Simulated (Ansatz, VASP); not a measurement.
One calculation of Ag, two programs

```
Ag
1.0
     0.00000    2.07410    2.07410
     2.07410    0.00000    2.07410
     2.07410    2.07410    0.00000
Ag
1
Direct
  0.00000 0.00000 0.00000
```

Alike in both runs: functional PBE; k mesh 44 × 44 × 44; occupations gaussian, width 0.3 eV; no spin polarisation.

Ansatz relaxed the structure, and its values are those at the end. VASP's run is a single point on that final structure, the one shown.

|  | VASP | Ansatz |
| --- | --- | --- |
| version | VASP 6.6.1 | Ansatz 0.2.0 |
| potentials or method | VASP PAW PBE potentials, release 64 (Ag) | scalar-relativistic, plane waves, PAW |
| plane-wave cutoff (eV) | 520 | 420 |
| valence electrons in the cell | 11 | 19 |

Ansatz gave:

* gap on the k mesh at the Fermi level (eV): none
* pressure (GPa): 0.0

**Question.** Estimate VASP's values.

**Answer.** gap on the k mesh at the Fermi level (eV): none; pressure (GPa): -0.1.

A gap of «none» marks a metal or a gap that the smearing closes. VASP's potentials hold 11 valence electrons a cell and Ansatz's 19, so a difference there can come from the potentials and not from the codes.
